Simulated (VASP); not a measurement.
# MnSi (P2_13) in VASP: single point with PBEsol

Aim: the single point of MnSi with PBEsol.

All numbers are computed with VASP 6.6.1; they aren't measurements. Logs are shortened: lines on timing, memory, paths and dates and some standing lists are left out, and cuts for length are marked.

**1. The cell of the first run**

The structure is cubic, space group P2_13 (No. 198). Conventional cell: a = 4.548 Å, b = 4.548 Å, c = 4.548 Å, α = 90.00°, β = 90.00°, γ = 90.00°. Within 3.0 Å of Mn (site symmetry 3) lie 7 Si at 2.29 to 2.55 Å and 6 Mn at 2.79 Å. Si (site symmetry 3) has 7 Mn at 2.29 to 2.55 Å and 6 Si at 2.81 Å within 3.0 Å.

**2. Single point, PBEsol**

INCAR reads:

```
SYSTEM = MnSi
ALGO = Normal
EDIFF = 1E-6
ENCUT = 520
GGA = PS
ISIF = 2
ISMEAR = 0
LASPH = .True.
LCHARG = .False.
LREAL = .False.
LWAVE = .False.
NBANDS = 44
NELM = 60
PREC = Accurate
SIGMA = 0.05
```

KPOINTS reads:

```
k-points
0
Gamma
  8 8 8
  0 0 0
```

POSCAR reads:

```
MnSi
1.0
    4.5480000000      0.0000000000      0.0000000000
    0.0000000000      4.5480000000      0.0000000000
    0.0000000000      0.0000000000      4.5480000000
Mn Si
4 4
Direct
    0.1356610430      0.1356610430      0.1356610430
    0.3643389570      0.8643389570      0.6356610430
    0.6356610430      0.3643389570      0.8643389570
    0.8643389570      0.6356610430      0.3643389570
    0.8450320327      0.8450320327      0.8450320327
    0.6549679673      0.1549679673      0.3450320327
    0.3450320327      0.6549679673      0.1549679673
    0.1549679673      0.3450320327      0.6549679673
```

Potentials or basis: VASP PAW PBE potentials, release 64 (Mn_pv, Si).

Started as:

```sh
$ cat potpaw_PBE.64/Mn_pv/POTCAR potpaw_PBE.64/Si/POTCAR > POTCAR
$ mpirun -np 1 vasp_std > vasp.out
```

OUTCAR:

```text
SYSTEM = MnSi
   EDIFF = 1E-6
   ENCUT = 520
   GGA = PS
   ISIF = 2
   ISMEAR = 0
   LASPH = .True.
   LREAL = .False.
   NELM = 60
   PREC = Accurate

 ion  position               nearest neighbor table
   1  0.136  0.136  0.136-   5 2.29   6 2.39   7 2.39   8 2.39   7 2.55   8 2.55   6 2.55   3 2.79
                             4 2.79   2 2.79   2 2.79   4 2.79   3 2.79
   2  0.364  0.864  0.636-   6 2.29   5 2.39   7 2.39   8 2.39   7 2.55   8 2.55   5 2.55   1 2.79
                             1 2.79   3 2.79   3 2.79   4 2.79   4 2.79
   3  0.636  0.364  0.864-   7 2.29   6 2.39   5 2.39   8 2.39   8 2.55   6 2.55   5 2.55   1 2.79
                             4 2.79   2 2.79   2 2.79   4 2.79   1 2.79
   4  0.864  0.636  0.364-   8 2.29   6 2.39   7 2.39   5 2.39   6 2.55   5 2.55   7 2.55   1 2.79
                             3 2.79   2 2.79   1 2.79   2 2.79   3 2.79
   5  0.845  0.845  0.845-   1 2.29   2 2.39   3 2.39   4 2.39   3 2.55   4 2.55   2 2.55   6 2.81
                             7 2.81   8 2.81   6 2.81   8 2.81   7 2.81
   6  0.655  0.155  0.345-   2 2.29   1 2.39   3 2.39   4 2.39   3 2.55   4 2.55   1 2.55   8 2.81
                             5 2.81   5 2.81   7 2.81   7 2.81   8 2.81
   7  0.345  0.655  0.155-   3 2.29   2 2.39   1 2.39   4 2.39   4 2.55   2 2.55   1 2.55   8 2.81
                             5 2.81   8 2.81   6 2.81   6 2.81   5 2.81
   8  0.155  0.345  0.655-   4 2.29   2 2.39   3 2.39   1 2.39   2 2.55   1 2.55   3 2.55   7 2.81
                             5 2.81   7 2.81   5 2.81   6 2.81   6 2.81

  LATTYP: Found a simple cubic cell.
 ALAT       =     4.5480000000

  Lattice vectors:

 A1 = (   4.5480000000,   0.0000000000,   0.0000000000)
 A2 = (   0.0000000000,   4.5480000000,   0.0000000000)
 A3 = (   0.0000000000,   0.0000000000,   4.5480000000)

Analysis of symmetry for initial positions (statically):
=====================================================================
 Subroutine PRICEL returns:
 Original cell was already a primitive cell.

 Routine SETGRP: Setting up the symmetry group for a
 simple cubic supercell.

 Subroutine GETGRP returns: Found 12 space group operations
 (whereof  3 operations were pure point group operations)
 out of a pool of 48 trial point group operations.

The static configuration has the point symmetry C_3 .
 The point group associated with its full space group is T   .

Analysis of symmetry for dynamics (positions and initial velocities):
=====================================================================
 Subroutine PRICEL returns:
 Original cell was already a primitive cell.

 Routine SETGRP: Setting up the symmetry group for a
 simple cubic supercell.

 Subroutine GETGRP returns: Found 12 space group operations
 (whereof  3 operations were pure point group operations)
 out of a pool of 48 trial point group operations.
[... 121 lines left out ...]
   ISYM   =      2    0-nonsym 1-usesym 2-fastsym
   POTIM  = 0.5000    time-step for ionic-motion
   TEBEG  =    0.0;   TEEND  =   0.0 temperature during run
   PSTRESS=    0.0 pullay stress
   NELECT =      68.0000    total number of electrons
   NUPDOWN=      -1.0000    fix difference up-down
   EMIN   =  10.00;   EMAX   =-10.00  energy-range for DOS
   EFERMI =   0.00;   METHOD = LEGACY
   ISMEAR =     0;   SIGMA  =   0.05  broadening in eV -4-tet -1-fermi 0-gaus
   EFERMI_NEDOS =   21; number of points for ismear=-14 and -15
   IALGO  =     38    algorithm
   IMIX   =      4    mixing-type and parameters
     AMIX     =   0.40;   BMIX     =  1.00
     AMIX_MAG =   1.60;   BMIX_MAG =  1.00
  volume/ion in A,a.u.               =      11.76        79.35
  Fermi-wavevector in a.u.,A,eV,Ry     =   1.469233  2.776448 29.370157  2.158646
  Thomas-Fermi vector in A             =   2.584635
   LORBIT       =      0    0 simple, 1 ext, 2 COOP (PROOUT), +10 PAW based schemes
   GGA     = PS    functional components
   LHFCALC =     F    Hartree Fock is set to
   AEXX    =    0.0000 exact exchange contribution
   IVDW    =     0    specifies the selected vdW correction
   LEPSILON=     F    determine dielectric tensor
   LRPA    =     F    only Hartree local field effects (RPA)
 non-spin polarized calculation
 Gauss-broadening in eV      SIGMA  =   0.05
  energy-cutoff  :      520.00
  volume of cell :       94.07
 maximum number of plane-waves:      2560
 NGX is ok and might be reduce to    36
   NGX = 17   NGY = 17   NGZ = 17

 number of electron      68.0000009 magnetization

 Free energy of the ion-electron system (eV)
  ---------------------------------------------------
  ext. energy  EPLUGINS =         0.00000000
  ---------------------------------------------------
  free energy    TOTEN  =       -65.93633215 eV

  energy without entropy =      -65.92358426  energy(sigma->0) =      -65.92995821

 E-fermi :  10.6559     XC(G=0): -12.8288

 val. band max:       10.6491107119   @ k =   0.1250   0.1250   0.1250
 cond. band min:      10.6589321113   @ k =   0.2500   0.0000   0.0000
 fundamental gap:      0.0098213994
 Fermi energy:        10.6559373504

 k-point     1 :       0.0000    0.0000    0.0000
  band No.  band energies     occupation
      1     -36.9582      2.00000
      2     -36.9582      2.00000
      3     -36.9582      2.00000
      4     -36.9150      2.00000
      5     -36.9150      2.00000
      6     -36.9150      2.00000
[... 1117 lines left out ...]
     43      14.4284      0.00000
     44      14.7826      0.00000

 [... further k-points ...]
[... 5 lines left out ...]
  --------------------------------------------------------------------------------------
  -------------------------------------------------------------------------------------
  Total       -7.4594429     -7.4594429     -7.4594429     -0.0000000      0.0000000      0.0000000
  in kB     -127.0444241   -127.0444241   -127.0444241     -0.0000000      0.0000000      0.0000000
  external PRESSURE =    -127.0444241 kB  Pullay stress =       0.0000000 kB

 VOLUME and BASIS-vectors are now :
 -----------------------------------------------------------------------------
  energy-cutoff  :      520.00
  volume of cell :       94.07
      direct lattice vectors                 reciprocal lattice vectors
     4.548000000  0.000000000  0.000000000     0.219876869  0.000000000  0.000000000
     0.000000000  4.548000000  0.000000000     0.000000000  0.219876869  0.000000000
     0.000000000  0.000000000  4.548000000     0.000000000  0.000000000  0.219876869

 POSITION                                       TOTAL-FORCE (eV/Angst)
 -----------------------------------------------------------------------------------
      0.61699      0.61699      0.61699         0.010305      0.010305      0.010305
      1.65701      3.93101      2.89099        -0.010305     -0.010305      0.010305
      2.89099      1.65701      3.93101         0.010305     -0.010305     -0.010305
      3.93101      2.89099      1.65701        -0.010305      0.010305     -0.010305
      3.84321      3.84321      3.84321         0.000375      0.000375      0.000375
      2.97879      0.70479      1.56921        -0.000375     -0.000375      0.000375
      1.56921      2.97879      0.70479         0.000375     -0.000375     -0.000375
      0.70479      1.56921      2.97879        -0.000375      0.000375     -0.000375
 -----------------------------------------------------------------------------------
    total drift:                               -0.000001     -0.000001      0.000000

  FREE ENERGIE OF THE ION-ELECTRON SYSTEM (eV)
  ---------------------------------------------------
  free  energy   TOTEN  =       -65.9363321527 eV

  energy  without entropy=      -65.9235842579  energy(sigma->0) =      -65.92995821
```

OSZICAR:

```text
N       E                     dE             d eps       ncg     rms          rms(c)
DAV:   1     0.791780078113E+03    0.79178E+03   -0.36282E+04  3968   0.183E+03
DAV:   2    -0.975527323564E+01   -0.80154E+03   -0.77386E+03  3960   0.535E+02
DAV:   3    -0.741433194361E+02   -0.64388E+02   -0.61941E+02  4484   0.156E+02
DAV:   4    -0.760861692766E+02   -0.19428E+01   -0.19108E+01  4904   0.267E+01
DAV:   5    -0.761237638614E+02   -0.37595E-01   -0.37542E-01  4708   0.408E+00    0.358E+01
DAV:   6    -0.787839139787E+02   -0.26602E+01   -0.21337E+02  4816   0.101E+02    0.332E+01
DAV:   7    -0.660748760765E+02    0.12709E+02   -0.91558E+01  4336   0.654E+01    0.879E+00
DAV:   8    -0.660350312785E+02    0.39845E-01   -0.39977E+00  4328   0.894E+00    0.292E+00
DAV:   9    -0.659489151690E+02    0.86116E-01   -0.27769E-01  4720   0.351E+00    0.125E+00
DAV:  10    -0.659367096090E+02    0.12206E-01   -0.23783E-02  4812   0.780E-01    0.312E-01
DAV:  11    -0.659364113326E+02    0.29828E-03   -0.11620E-03  4620   0.183E-01    0.158E-01
DAV:  12    -0.659363351413E+02    0.76191E-04   -0.19148E-04  4608   0.693E-02    0.632E-02
DAV:  13    -0.659363322306E+02    0.29107E-05   -0.25211E-05  4268   0.266E-02    0.225E-02
DAV:  14    -0.659363321527E+02    0.77855E-07   -0.67762E-06  3876   0.148E-02
   1 F= -.65936332E+02 E0= -.65929958E+02  d E =-.127479E-01
```

It took 5.4 min on 1 thread of AMD EPYC 7R13, shared host; peak memory 0.26 GiB.

Results:

```
Free energy            : -65.9363 eV
Pressure               : -12.7 GPa
Largest force          : 0.018 eV/Å
Band gap on the k mesh : zero (band 34 reaches 10.98 eV, above the bottom of band 35 at 10.52 eV)
```

Forces in eV/Å, atoms in the order of the input:
```
Mn   0.010  0.010  0.010
Mn  -0.010 -0.010  0.010
Mn   0.010 -0.010 -0.010
Mn  -0.010  0.010 -0.010
Si   0.000  0.000  0.000
Si   0.000  0.000  0.000
Si   0.000  0.000  0.000
Si   0.000  0.000  0.000
```

Levels at points of the mesh, in eV from the Fermi level:
```tsv
k point	band 31	band 32	band 33	band 34	band 35	band 36	band 37	band 38
(0.00, 0.00, 0.00)	-1.56	0.20	0.20	0.20	0.36	0.36	1.21	1.21
(0.50, 0.00, 0.00)	-0.75	-0.75	0.03	0.03	0.43	0.43	0.71	0.71
(0.50, 0.50, 0.00)	-0.81	-0.81	-0.56	-0.56	0.05	0.05	1.15	1.15
(0.50, 0.50, 0.50)	-0.38	-0.38	-0.13	-0.13	-0.13	-0.13	0.98	0.98
```

Caveat: the PAW data sets were made with another functional, which shifts forces and pressure a little.
